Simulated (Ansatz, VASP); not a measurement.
# Two plane-wave programs on SnO2

```
Sn O
1.0
     1.64503    0.94976    5.00423
    -1.64503    0.94976    5.00423
     0.00000   -1.89952    5.00423
Sn O
1 2
Direct
  0.50000 0.50000 0.50000
  0.22912 0.22912 0.22912
  0.77088 0.77088 0.77088
```

Alike in both runs: task single point; functional PBE; k mesh 12 × 12 × 12; occupations gaussian, width 0.05 eV; no spin polarisation.

|  | VASP | Ansatz |
| --- | --- | --- |
| version | VASP 6.6.1 | Ansatz 0.2.0 |
| potentials or method | VASP PAW PBE potentials, release 64 (Sn_d, O), cutoff 520 eV | scalar-relativistic, plane waves, PAW |
| valence electrons in the cell | 26 | 26 |

Ansatz gave:

```
gap on the k mesh at the Fermi level (eV)                     : 1.83
least direct gap on the mesh (eV)                             : 2.18
pressure (GPa)                                                : -0.5
traceless stress, the component that is largest in VASP (GPa) : 3.82
rms of the force components (eV/Å)                            : 0.269
```

Estimate VASP's values.

gap on the k mesh at the Fermi level (eV): 1.81; least direct gap on the mesh (eV): 2.16; pressure (GPa): 0.0; traceless stress, the component that is largest in VASP (GPa): 3.43; rms of the force components (eV/Å): 0.293.

Atom by atom the forces differ by 0.024 eV/Å (rms over components).
